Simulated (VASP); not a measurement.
# ZnAg2S2 (P-6m2) in VASP: notebook

ZnAg2S2 is run at these levels: PBE; tasks: relaxation of cell and atoms, single point.

All numbers are computed with VASP 6.6.1; they aren't measurements. Logs are shortened: lines on timing, memory, paths and dates and some standing lists are left out, and cuts for length are marked.

## Step 1: The cell of the first run

The structure is hexagonal, space group P-6m2 (No. 187). The conventional cell has a = 4.342 Å, b = 4.342 Å, c = 5.954 Å, α = 90.00°, β = 90.00°, γ = 120.00°. Zn (site symmetry -6m2) has 5 Ag at 2.51 to 2.98 Å and 6 S at 2.94 Å within 3.3 Å. Ag (site symmetry -6m2) has 6 S at 2.89 Å and 2 Zn at 2.98 Å within 3.8 Å. Within 3.3 Å of Ag (site symmetry -6m2) lie 3 Zn at 2.51 Å and 6 S at 2.94 Å. Within 3.8 Å of S (site symmetry 3m) lie 2 S at 2.89 to 3.07 Å and 6 Ag at 2.89 to 2.94 Å and 3 Zn at 2.94 Å.

## Step 2: Relaxation of cell and atoms, PBE

The input, INCAR:

```
SYSTEM = ZnAg2S2
  PREC = Accurate
  ENCUT = 600
  EDIFF = 1E-7
  ISMEAR = 0
  SIGMA = 0.1
  LREAL = .FALSE.
  LASPH = .TRUE.
  NELM = 100
  ALGO = Normal
  ISIF = 3
  LWAVE = .FALSE.
  LCHARG = .FALSE.
  GGA = PE
  IBRION = 2
  NSW = 100
  EDIFFG = -0.01
```

The input, KPOINTS:

```
Automatic mesh
0
G
  12 12 6
  0 0 0
```

The input, POSCAR:

```
ZnAg2S2
1.0
    4.3423632994      0.0000000000      0.0000000000
   -2.1711816497      3.7605969298      0.0000000000
    0.0000000000      0.0000000000      5.9544817250
Zn Ag S
1 2 2
Direct
    0.6666666667      0.3333333333      0.0000000000
    0.6666666667      0.3333333333      0.5000000000
    0.0000000000      0.0000000000      0.0000000000
    0.3333333333      0.6666666667      0.7423817428
    0.3333333333      0.6666666667      0.2576182572
```

Potentials or basis: VASP PAW PBE potentials, release 64 (Zn, Ag, S).

On the command line:

```
$ cat potpaw_PBE.64/Zn/POTCAR potpaw_PBE.64/Ag/POTCAR potpaw_PBE.64/S/POTCAR > POTCAR
$ mpirun -np 1 vasp_std > vasp.out
```

OUTCAR:

```text
SYSTEM = ZnAg2S2
   PREC = Accurate
   ENCUT = 600
   EDIFF = 1E-7
   ISMEAR = 0
   LREAL = .FALSE.
   LASPH = .TRUE.
   NELM = 100
   ISIF = 3
   GGA = PE
   IBRION = 2
   NSW = 100
   EDIFFG = -0.01

 ion  position               nearest neighbor table
   1  0.667  0.333  0.000-   3 2.51   3 2.51   3 2.51   2 2.98   2 2.98
   2  0.667  0.333  0.500-   4 2.89   5 2.89   4 2.89   5 2.89   4 2.89   5 2.89   1 2.98   1 2.98

   3  0.000  0.000  0.000-   1 2.51   1 2.51   1 2.51   5 2.94   4 2.94   4 2.94   5 2.94   4 2.94
                             5 2.94
   4  0.333  0.667  0.742-   2 2.89   2 2.89   2 2.89   3 2.94   3 2.94   3 2.94
   5  0.333  0.667  0.258-   2 2.89   2 2.89   2 2.89   3 2.94   3 2.94   3 2.94

  LATTYP: Found a hexagonal cell.
 ALAT       =     4.3423632994
 C/A-ratio  =     1.3712536963

  Lattice vectors:

 A1 = (   4.3423632994,   0.0000000000,   0.0000000000)
 A2 = (  -2.1711816497,   3.7605969298,   0.0000000000)
 A3 = (   0.0000000000,   0.0000000000,   5.9544817250)

Analysis of symmetry for initial positions (statically):
=====================================================================
 Subroutine PRICEL returns:
 Original cell was already a primitive cell.

 Routine SETGRP: Setting up the symmetry group for a
 hexagonal supercell.

 Subroutine GETGRP returns: Found 12 space group operations
 (whereof 12 operations were pure point group operations)
 out of a pool of 24 trial point group operations.

The static configuration has the point symmetry D_3h.

Analysis of symmetry for dynamics (positions and initial velocities):
=====================================================================
 Subroutine PRICEL returns:
 Original cell was already a primitive cell.

 Routine SETGRP: Setting up the symmetry group for a
 hexagonal supercell.

 Subroutine GETGRP returns: Found 12 space group operations
 (whereof 12 operations were pure point group operations)
 out of a pool of 24 trial point group operations.

The dynamic configuration has the point symmetry D_3h.

 Subroutine INISYM returns: Found 12 space group operations
 (whereof 12 operations are pure point group operations),
 and found     1 'primitive' translations

----------------------------------------------------------------------------------------

                                     Primitive cell

  volume of cell :      97.2360

  direct lattice vectors                    reciprocal lattice vectors
     4.342363299  0.000000000  0.000000000     0.230289345  0.132957615  0.000000000
    -2.171181650  3.760596930  0.000000000     0.000000000  0.265915231  0.000000000
     0.000000000  0.000000000  5.954481725     0.000000000  0.000000000  0.167940729
[... 110 lines left out ...]
     AMIX_MAG =   1.60;   BMIX_MAG =  1.00
  volume/ion in A,a.u.               =      19.45       131.24
  Fermi-wavevector in a.u.,A,eV,Ry     =   1.275612  2.410556 22.139197  1.627185
  Thomas-Fermi vector in A             =   2.408314
   LORBIT       =      0    0 simple, 1 ext, 2 COOP (PROOUT), +10 PAW based schemes
   GGA     = PE    functional components
   LHFCALC =     F    Hartree Fock is set to
   AEXX    =    0.0000 exact exchange contribution
   IVDW    =     0    specifies the selected vdW correction
   LEPSILON=     F    determine dielectric tensor
   LRPA    =     F    only Hartree local field effects (RPA)
 conjugate gradient relaxation of ions
 non-spin polarized calculation
 Gauss-broadening in eV      SIGMA  =   0.10
  energy-cutoff  :      600.00
  volume of cell :       97.24
 maximum number of plane-waves:      3268
 NGX is ok and might be reduce to    36
   NGX = 17   NGY = 17   NGZ = 23

--------------------------------------- Ionic step        1  -------------------------------------------

 number of electron      46.0000017 magnetization

 Free energy of the ion-electron system (eV)
  ---------------------------------------------------
  ext. energy  EPLUGINS =         0.00000000
  ---------------------------------------------------
  free energy    TOTEN  =       -13.37069584 eV

  energy without entropy =      -13.36380855  energy(sigma->0) =      -13.36725220

------------------------ aborting loop because EDIFF is reached ----------------------------------------

  FORCE on cell =-STRESS in cart. coord.  units (eV):
  Direction    XX          YY          ZZ          XY          YZ          ZX
  --------------------------------------------------------------------------------------
  -------------------------------------------------------------------------------------
  Total        0.1252368      0.1252368     -0.1242026      0.0000000      0.0000000      0.0000000
  in kB        2.0635537      2.0635537     -2.0465127      0.0000000      0.0000000      0.0000000
  external PRESSURE =       0.6935316 kB  Pullay stress =       0.0000000 kB
[... 98 lines left out ...]
  FREE ENERGIE OF THE ION-ELECTRON SYSTEM (eV)
  ---------------------------------------------------
  free  energy   TOTEN  =       -13.3744499630 eV

  energy  without entropy=      -13.3670384519  energy(sigma->0) =      -13.37074421

 E-fermi :   5.2968     XC(G=0): -10.4482

 val. band max:        5.2898198254   @ k =   0.5000   0.0000   0.0000
 cond. band min:       5.3094073700   @ k =   0.4167   0.1667   0.0000
 fundamental gap:      0.0195875446
 Fermi energy:         5.2967592283

 k-point     1 :       0.0000    0.0000    0.0000
  band No.  band energies     occupation
      1      -8.6361      2.00000
      2      -6.7847      2.00000
      3      -2.5345      2.00000
      4      -2.2709      2.00000
      5      -2.2709      2.00000
      6      -2.1965      2.00000
[... 709 lines left out ...]
     26       8.1348      0.00000
     27       8.9050      0.00000

 [... further k-points ...]

[... ionic steps 4 to 18 ...]

--------------------------------------- Ionic step       19  -------------------------------------------

 number of electron      45.9999996 magnetization

------------------------ aborting loop because EDIFF is reached ----------------------------------------
[... 73 lines left out ...]
--------------------------------------- Ionic step       21  -------------------------------------------

 number of electron      45.9999996 magnetization

 Free energy of the ion-electron system (eV)
  ---------------------------------------------------
  ext. energy  EPLUGINS =         0.00000000
  ---------------------------------------------------
  free energy    TOTEN  =       -13.41339438 eV

  energy without entropy =      -13.40966360  energy(sigma->0) =      -13.41152899

 E-fermi :   5.5105     XC(G=0): -10.5586

 val. band max:        5.4737141305   @ k =   0.2500   0.1667   0.0000
 cond. band min:       5.5450365744   @ k =   0.3333   0.0000   0.5000
 fundamental gap:      0.0713224439
 Fermi energy:         5.5105465167

 k-point     1 :       0.0000    0.0000    0.0000
  band No.  band energies     occupation
      1      -8.6690      2.00000
      2      -6.3988      2.00000
      3      -2.3097      2.00000
      4      -2.0543      2.00000
      5      -2.0543      2.00000
      6      -1.9873      2.00000
[... 743 lines left out ...]
  FREE ENERGIE OF THE ION-ELECTRON SYSTEM (eV)
  ---------------------------------------------------
  free  energy   TOTEN  =       -13.4133943770 eV

  energy  without entropy=      -13.4096635974  energy(sigma->0) =      -13.41152899

 reached required accuracy - stopping structural energy minimisation
```

CONTCAR:

```text
ZnAg2S2
   1.00000000000000
     4.4616722768942525    0.0000000000000000    0.0000000000000000
    -2.2308361384471262    3.8639215352143905   -0.0000000000000000
     0.0000000000000000    0.0000000000000000    5.5877902766738385
  Zn              Ag              S
     1     2     2
Direct
     0.6666666667000030    0.3333333332999970    1.0000000000000000
     0.6666666667000030    0.3333333332999970    0.5000000000000000
     0.0000000000000000    0.0000000000000000    0.0000000000000000
     0.3333333332999970    0.6666666667000030    0.7437823765278634
     0.3333333332999970    0.6666666667000030    0.2562176234721367

  0.00000000E+00  0.00000000E+00  0.00000000E+00
  0.00000000E+00  0.00000000E+00  0.00000000E+00
  0.00000000E+00  0.00000000E+00  0.00000000E+00
  0.00000000E+00  0.00000000E+00  0.00000000E+00
  0.00000000E+00  0.00000000E+00  0.00000000E+00
```

It took 22 min on 1 thread of Intel Xeon 6975P-C (Granite Rapids), shared host; peak memory 0.43 GiB.

Results:

| Item | Value |
| --- | --- |
| Free energy | -13.4134 eV |
| Relaxed volume | 19.27 Å³/atom |
| Relaxed cell | a = 4.462 Å, b = 4.462 Å, c = 5.588 Å, α = 90.00°, β = 90.00°, γ = 120.00° |
| Space group after relaxing (to 0.05 Å) | P-6m2 (No. 187) |
| Energy gained by relaxing | 8.5 meV/atom |
| Ionic steps | 21 |
| Pressure after relaxing | 0.0 GPa |
| Largest force after relaxing | 0.006 eV/Å |
| Band gap on the k mesh | zero (band 23 reaches 6.34 eV, above the bottom of band 24 at 4.13 eV) |

Forces in eV/Å, atoms in the order of the input:
```
Zn   0.000  0.000  0.000
Ag   0.000  0.000  0.000
Ag   0.000  0.000  0.000
S    0.000  0.000 -0.006
S    0.000  0.000  0.006
```

Step by step:
```csv
step,energy change (eV),largest force (eV/Å),pressure (GPa),volume (Å³)
1,0.0000,0.1002,0.07,97.24
2,-0.0013,0.0796,-0.04,97.35
3,-0.0038,0.0298,-0.35,97.71
4,-0.0038,0.0383,-0.86,98.41
5,-0.0045,0.0064,-0.62,98.05
6,-0.0052,0.0127,-0.55,97.95
7,-0.0069,0.0322,-0.38,97.66
8,-0.0086,0.0774,-0.02,97.06
9,-0.0086,0.0842,0.04,96.98
10,-0.0093,0.0917,0.04,96.94
11,-0.0118,0.1243,0.05,96.84
12,-0.0181,0.2014,0.08,96.62
13,-0.0260,0.2783,0.23,96.13
14,-0.0270,0.2723,0.21,96.15
15,-0.0285,0.2482,0.12,96.19
16,-0.0301,0.2354,0.09,96.23
17,-0.0343,0.1956,-0.04,96.37
18,-0.0399,0.1081,-0.25,96.65
19,-0.0402,0.0598,-0.57,97.19
20,-0.0418,0.0159,-0.44,96.94
21,-0.0427,0.0057,-0.01,96.33
```

Final structure:
```
Zn Ag S
1.0
     4.46167    0.00000    0.00000
    -2.23084    3.86392    0.00000
     0.00000    0.00000    5.58779
Zn Ag S
1 2 2
Cartesian
  2.2308 1.2880 5.5878
  2.2308 1.2880 2.7939
  0.0000 0.0000 0.0000
  0.0000 2.5759 4.1561
  0.0000 2.5759 1.4317
```

Levels at points of the mesh, in eV from the Fermi level:
```
           k point  band 20  band 21  band 22  band 23  band 24  band 25  band 26  band 27
(0.00, 0.00, 0.00)    -1.90    -1.90    -1.05    -1.05     1.07     1.68     2.50     2.50
(0.50, 0.00, 0.00)    -3.49    -2.64    -0.79    -0.68     0.52     1.59     3.28     3.38
(0.00, 0.00, 0.50)    -1.67    -1.67    -1.65    -1.65    -1.38    -0.46     3.35     3.35
(0.50, 0.00, 0.50)    -2.75    -2.46    -2.29    -2.14     0.21     1.56     2.05     4.77
```

## Step 3: Single point, PBE

This run uses another cell than the first one, of 25.42 Å³/atom, 1.307 times its volume.

The input, INCAR:

```
SYSTEM = ZnAg2S2
ALGO     = Normal         ! electronic algorithm
EDIFF    = 1E-6           ! SCF threshold, eV
ENCUT    = 520            ! plane-wave cutoff, eV
GGA      = PE             ! functional
ISIF     = 2              ! what is computed and relaxed
ISMEAR   = 0              ! smearing method
LASPH    = .TRUE.         ! aspherical terms in the spheres
LCHARG   = .FALSE.        ! write CHGCAR
LREAL    = .FALSE.        ! projectors in reciprocal space
LWAVE    = .FALSE.        ! write WAVECAR
NBANDS   = 31             ! bands
NELM     = 60             ! most SCF steps
PREC     = Accurate       ! precision mode
SIGMA    = 0.1            ! smearing width, eV
```

The input, KPOINTS:

```
k-points
0
G
  6 6 2
  0 0 0
```

The input, POSCAR:

```
ZnAg2S2
1.0
    4.2797958600      0.0000000000      0.0000000000
   -2.1398979300      3.7064119400      0.0000000000
    0.0000000000      0.0000000000      8.0133778600
Zn Ag S
1 2 2
Direct
    0.6666666700      0.3333333300      0.0000000000
    0.6666666700      0.3333333300      0.5000000000
    0.0000000000      0.0000000000      0.0000000000
    0.3333333300      0.6666666700      0.7122960100
    0.3333333300      0.6666666700      0.2877039900
```

Potentials or basis: VASP PAW PBE potentials, release 64 (Zn, Ag, S).

On the command line:

```
$ cat potpaw_PBE.64/Zn/POTCAR potpaw_PBE.64/Ag/POTCAR potpaw_PBE.64/S/POTCAR > POTCAR
$ mpirun -np 1 vasp_std > vasp.out
```

OUTCAR:

```text
SYSTEM = ZnAg2S2
   EDIFF = 1E-6
   ENCUT = 520
   GGA = PE
   ISIF = 2
   ISMEAR = 0
   LASPH = .TRUE.
   LREAL = .FALSE.
   NELM = 60
   PREC = Accurate

 ion  position               nearest neighbor table
   1  0.667  0.333  0.000-   3 2.47   3 2.47   3 2.47
   2  0.667  0.333  0.500-   4 3.00   5 3.00   4 3.00   5 3.00   4 3.00   5 3.00
   3  0.000  0.000  0.000-   1 2.47   1 2.47   1 2.47
   4  0.333  0.667  0.712-   2 3.00   2 3.00   2 3.00
   5  0.333  0.667  0.288-   2 3.00   2 3.00   2 3.00

  LATTYP: Found a hexagonal cell.
 ALAT       =     4.2797958600
 C/A-ratio  =     1.8723738520

  Lattice vectors:

 A1 = (   4.2797958600,   0.0000000000,   0.0000000000)
 A2 = (  -2.1398979300,   3.7064119400,   0.0000000000)
 A3 = (   0.0000000000,   0.0000000000,   8.0133778600)

Analysis of symmetry for initial positions (statically):
=====================================================================
 Subroutine PRICEL returns:
 Original cell was already a primitive cell.

 Routine SETGRP: Setting up the symmetry group for a
 hexagonal supercell.

 Subroutine GETGRP returns: Found 12 space group operations
 (whereof 12 operations were pure point group operations)
 out of a pool of 24 trial point group operations.

The static configuration has the point symmetry D_3h.

Analysis of symmetry for dynamics (positions and initial velocities):
=====================================================================
 Subroutine PRICEL returns:
 Original cell was already a primitive cell.

 Routine SETGRP: Setting up the symmetry group for a
 hexagonal supercell.

 Subroutine GETGRP returns: Found 12 space group operations
 (whereof 12 operations were pure point group operations)
 out of a pool of 24 trial point group operations.

The dynamic configuration has the point symmetry D_3h.

 Subroutine INISYM returns: Found 12 space group operations
 (whereof 12 operations are pure point group operations),
 and found     1 'primitive' translations
[... 110 lines left out ...]
     AMIX_MAG =   1.60;   BMIX_MAG =  1.00
  volume/ion in A,a.u.               =      25.42       171.56
  Fermi-wavevector in a.u.,A,eV,Ry     =   1.166622  2.204595 18.517608  1.361006
  Thomas-Fermi vector in A             =   2.303132
   LORBIT       =      0    0 simple, 1 ext, 2 COOP (PROOUT), +10 PAW based schemes
   GGA     = PE    functional components
   LHFCALC =     F    Hartree Fock is set to
   AEXX    =    0.0000 exact exchange contribution
   IVDW    =     0    specifies the selected vdW correction
   LEPSILON=     F    determine dielectric tensor
   LRPA    =     F    only Hartree local field effects (RPA)
 non-spin polarized calculation
 Gauss-broadening in eV      SIGMA  =   0.10
  energy-cutoff  :      520.00
  volume of cell :      127.11
 maximum number of plane-waves:      3434
 NGX is ok and might be reduce to    32
   NGX = 15   NGY = 15   NGZ = 29

 number of electron      46.0000004 magnetization

 Free energy of the ion-electron system (eV)
  ---------------------------------------------------
  ext. energy  EPLUGINS =         0.00000000
  ---------------------------------------------------
  free energy    TOTEN  =       -11.66243635 eV

  energy without entropy =      -11.62704046  energy(sigma->0) =      -11.64473841

 E-fermi :   1.9055     XC(G=0):  -9.1889

 val. band max:        1.8909470569   @ k =   0.0000   0.0000   0.0000
 cond. band min:       1.9064131746   @ k =   0.1667   0.0000   0.0000
 fundamental gap:      0.0154661177
 Fermi energy:         1.9054913235

 k-point     1 :       0.0000    0.0000    0.0000
  band No.  band energies     occupation
      1      -9.5916      2.00000
      2      -9.1277      2.00000
      3      -4.9366      2.00000
      4      -4.7820      2.00000
      5      -4.7820      2.00000
      6      -4.6510      2.00000
[... 465 lines left out ...]
     30       8.7778      0.00000
     31       9.6909      0.00000

------------------------ aborting loop because EDIFF is reached ----------------------------------------

  FORCE on cell =-STRESS in cart. coord.  units (eV):
  Direction    XX          YY          ZZ          XY          YZ          ZX
  --------------------------------------------------------------------------------------
  -------------------------------------------------------------------------------------
  Total       -3.2013693     -3.2013693     -9.9348594      0.0000000      0.0000000      0.0000000
  in kB      -40.3509716    -40.3509717   -125.2218007      0.0000000      0.0000000      0.0000000
  external PRESSURE =     -68.6412480 kB  Pullay stress =       0.0000000 kB

 VOLUME and BASIS-vectors are now :
 -----------------------------------------------------------------------------
  energy-cutoff  :      520.00
  volume of cell :      127.11
      direct lattice vectors                 reciprocal lattice vectors
     4.279795860  0.000000000  0.000000000     0.233656004  0.134901357  0.000000000
    -2.139897930  3.706411940  0.000000000     0.000000000  0.269802714  0.000000000
     0.000000000  0.000000000  8.013377860     0.000000000  0.000000000  0.124791320

 POSITION                                       TOTAL-FORCE (eV/Angst)
 -----------------------------------------------------------------------------------
      2.13990      1.23547      0.00000         0.000000      0.000000      0.000000
      2.13990      1.23547      4.00669         0.000000      0.000000      0.000000
      0.00000      0.00000      0.00000        -0.000000      0.000000      0.000000
     -0.00000      2.47094      5.70790        -0.000000      0.000000      0.177558
     -0.00000      2.47094      2.30548        -0.000000     -0.000000     -0.177558
 -----------------------------------------------------------------------------------
    total drift:                                0.000010     -0.000006      0.000000

  FREE ENERGIE OF THE ION-ELECTRON SYSTEM (eV)
  ---------------------------------------------------
  free  energy   TOTEN  =       -11.6624363532 eV

  energy  without entropy=      -11.6270404635  energy(sigma->0) =      -11.64473841
```

stdout:

```text
POSCAR found type information on POSCAR ZnAgS
 POSCAR found :  3 types and       5 ions
 scaLAPACK will be used
 LDA part: xc-table for (Slater+PW92), standard interpolation
 POSCAR, INCAR and KPOINTS ok, starting setup
 FFT: planning ... GRIDC
 FFT: planning ... GRID_SOFT
 FFT: planning ... GRID
 WAVECAR not read
 entering main loop
```

Wall time 63 s (1 thread of Oxide Virtual Turin-like, shared host); peak memory 0.22 GiB.

Results:

```
Free energy            : -11.6624 eV
Pressure               : -6.9 GPa
Largest force          : 0.178 eV/Å
Band gap on the k mesh : zero (band 23 reaches 1.95 eV, above the bottom of band 24 at 1.89 eV)
```

Forces in eV/Å, atoms in the order of the input:
```
Zn   0.000  0.000  0.000
Ag   0.000  0.000  0.000
Ag   0.000  0.000  0.000
S    0.000  0.000  0.178
S    0.000  0.000 -0.178
```

Levels at points of the mesh, in eV from the Fermi level:
| k point | band 20 | band 21 | band 22 | band 23 | band 24 | band 25 | band 26 | band 27 |
| --- | --- | --- | --- | --- | --- | --- | --- | --- |
| (0.00, 0.00, 0.00) | -0.91 | -0.20 | -0.20 | -0.01 | -0.01 | 3.25 | 3.34 | 5.50 |
| (0.50, 0.00, 0.00) | -1.68 | -1.09 | -0.64 | 0.04 | 0.08 | 0.42 | 3.57 | 4.32 |
| (0.00, 0.00, 0.50) | -0.17 | -0.17 | -0.07 | -0.07 | 0.53 | 1.70 | 5.50 | 5.61 |
| (0.50, 0.00, 0.50) | -1.92 | -1.36 | -0.79 | -0.34 | 0.34 | 1.50 | 3.22 | 3.84 |

Caveat: the k points lie up to 0.39 Å⁻¹ apart.

[end of part 1 of 3]
